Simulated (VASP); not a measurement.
Re: single point with BLYP

The system is Re.

```
CELL_PARAMETERS angstrom
0.00000 1.98267 1.98267
1.98267 0.00000 1.98267
1.98267 1.98267 0.00000
ATOMIC_POSITIONS crystal
Re 0.00000 0.00000 0.00000
```

This isn't the form of Re at room conditions, which is hcp.

```yaml
Program: VASP 6.6.1
Task: single point
Functional: BLYP
Potentials_or_basis: VASP PAW PBE potentials, release 64 (Re_sv_GW)
Cutoff: 560 eV
k_mesh: 15 × 15 × 15
Occupations: fermi-dirac, width 0.1 eV
Spin: no spin polarisation
```

```json
{
  "Pressure": "0.1 GPa",
  "Band gap on the k mesh": "zero (an odd number of electrons rules out a gap without spin polarisation)"
}
```

Levels at points of the mesh, in eV from the Fermi level:
| k point | band 4 | band 5 | band 6 | band 7 | band 8 | band 9 | band 10 | band 11 | band 12 | band 13 |
| --- | --- | --- | --- | --- | --- | --- | --- | --- | --- | --- |
| (0.00, 0.00, 0.00) | -41.28 | -9.50 | -1.78 | -1.78 | -1.78 | 1.13 | 1.13 | 13.29 | 18.53 | 18.53 |

Run time: 35 s on 1 thread of AMD EPYC 7R13 Processor (Zen 3) (shared host), peak memory 0.14 GiB.

Caveat: the PAW data sets were made with another functional, which shifts forces and pressure a little; spin-orbit coupling is left out, which moves the levels of the heavy elements.
